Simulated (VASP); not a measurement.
CaO: single point with PBE

CaO:

```
Ca O
1.0
     3.99198    0.00000    0.00000
    -1.99599    3.45715    0.00000
     0.00000    0.00000    4.92839
Ca O
2 2
Direct
  0.33333 0.66667 0.75000
  0.66667 0.33333 0.25000
  0.33333 0.66667 0.25000
  0.66667 0.33333 0.75000
```

This cell differs from its parent crystal: strain +0.000 along x and y, +0.030 along z.

```yaml
Program: VASP 6.6.1
Task: single point
Functional: PBE
Potentials_or_basis: VASP PAW PBE potentials, release 64 (Ca_sv, O)
Cutoff: 520 eV
k_mesh: 9 × 9 × 6
Occupations: gaussian, width 0.05 eV
Spin: no spin polarisation
Dipole_correction: no
Further_INCAR_settings: ALGO = Normal; EDIFF = 1e-06; NBANDS = 24
```

- Pressure: -1.1 GPa
- Band gap on the k mesh: 3.12 eV, direct

Stress tensor (GPa, compression positive):
```
-0.07  0.00  0.00
 0.00 -0.07  0.00
 0.00  0.00 -3.22
```

Levels at points of the mesh, in eV from the valence-band top:
| k point | band 13 | band 14 | band 15 | band 16 | band 17 | band 18 | band 19 | band 20 |
| --- | --- | --- | --- | --- | --- | --- | --- | --- |
| (0.00, 0.00, 0.00) | -1.14 | -1.08 | -1.08 | 0.00 | 3.12 | 6.16 | 6.16 | 7.37 |
| (0.00, 0.00, 0.50) | -1.20 | -1.20 | -1.20 | -1.20 | 4.95 | 4.95 | 7.62 | 7.62 |

It took 2.1 min on 1 thread of Intel Xeon 6975P-C (shared host), peak memory 0.22 GiB.

Caveat: the cell differs from its parent crystal (strain +0.000 along x and y, +0.030 along z). A k mesh can miss the band edges.
